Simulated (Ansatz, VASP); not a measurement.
# One calculation of NiO, two programs

```
Ni O
1.0
     0.00000    2.08590    2.08590
     2.08590    0.00000    2.08590
     2.08590    2.08590    0.00000
Ni O
1 1
Direct
  0.00000 0.00000 0.00000
  0.50000 0.50000 0.50000
```

Alike in both runs: task single point; functional RPBE; k mesh 11 × 11 × 11; occupations gaussian, width 0.1 eV; collinear spin.

|  | VASP | Ansatz |
| --- | --- | --- |
| version | VASP 6.6.1 | Ansatz 0.2.0 |
| potentials or method | VASP PAW PBE potentials, release 64 (Ni, O), cutoff 520 eV | all-electron LAPW, scalar-relativistic |

```tsv
	VASP	Ansatz	Ansatz less VASP
gap on the k mesh at the Fermi level (eV)	none	none	-
pressure (GPa)	13.1	13.6	+0.57
net moment per atom (μB)	0.90	0.93	+0.028
size of the moment on the site where the two differ most (μB)	1.49	1.55	+0.061
```

VASP's potentials were made for PBE, not for RPBE. Site moments also hang on the region over which each program counts them. A gap of «none» marks a metal or a gap that the smearing closes. Ansatz ran all-electron here, and VASP with PAW potentials.
